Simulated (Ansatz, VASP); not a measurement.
## Two plane-wave programs on IrC3

The input INCAR:

```
  ALGO = Normal
  EDIFF = 1E-6
  EDIFFG = -0.01
  ENCUT = 600
  GGA = PE
  IBRION = 2
  ISIF = 3
  ISMEAR = 0
  LASPH = True
  LCHARG = False
  LREAL = False
  LWAVE = False
  NELM = 60
  NSW = 100
  PREC = Accurate
  SIGMA = 0.1
```

Contents of KPOINTS:

```
k-points
0
Gamma
  16 16 16
```

POSCAR

```
IrC3
1.0
   -2.0749111248      2.0749111248      2.0749111248
    2.0749111248     -2.0749111248      2.0749111248
    2.0749111248      2.0749111248     -2.0749111248
Ir C
1 3
Direct
    0.0000000000      0.0000000000      0.0000000000
    0.0000000000      0.5000000000      0.5000000000
    0.5000000000      0.0000000000      0.5000000000
    0.5000000000      0.5000000000      0.0000000000
```

Input for Ansatz:

```yaml
crystal:
  lattice:
    - [-2.0749111248, 2.0749111248, 2.0749111248]
    - [2.0749111248, -2.0749111248, 2.0749111248]
    - [2.0749111248, 2.0749111248, -2.0749111248]
  atoms:
    - { symbol: Ir, position: [0.0, 0.0, 0.0] }
    - { symbol: C, position: [0.0, 0.5, 0.5] }
    - { symbol: C, position: [0.5, 0.0, 0.5] }
    - { symbol: C, position: [0.5, 0.5, 0.0] }
basis:
  ecutwfc: 420
kpoints:
  mp_grid: { grid: [16, 16, 16] }
hamiltonian:
  xc: pbe
scf:
  occupations: { method: gaussian, width: 0.1 }
output:
  forces: true
  stress: true
  eigenvalues: true
relax:
  adjacent_minimum: "off"
  f_tol: 0.01
  max_steps: 80
  cell: { stress_tol: 0.05 }
```

Alike in both runs: task relaxation of cell and atoms; functional PBE; k mesh 16 × 16 × 16; occupations gaussian, width 0.1 eV; no spin polarisation.

```csv
,VASP,Ansatz
version,VASP 6.6.1,Ansatz 0.2.0
potentials or method,"VASP PAW PBE potentials, release 64 (Ir, C), cutoff 600 eV","scalar-relativistic, plane waves, PAW"
valence electrons in the cell,21,29
```

Ansatz gave:

| Property | Result |
| --- | --- |
| gap on the k mesh at the Fermi level, each at its own relaxed structure (eV) | none |
| relaxed volume (Å³/atom) | 8.93 |
| relaxed cell length with the largest relative difference (Å) | 3.593 |

Q: Which values does VASP return?

A: gap on the k mesh at the Fermi level, each at its own relaxed structure (eV): none; relaxed volume (Å³/atom): 8.97; relaxed cell length with the largest relative difference (Å): 3.599.

A gap of «none» marks a metal or a gap that the smearing closes. VASP's potentials hold 21 valence electrons a cell and Ansatz's 29, so a difference there can come from the potentials and not from the codes.

Neither program's run includes spin-orbit coupling.
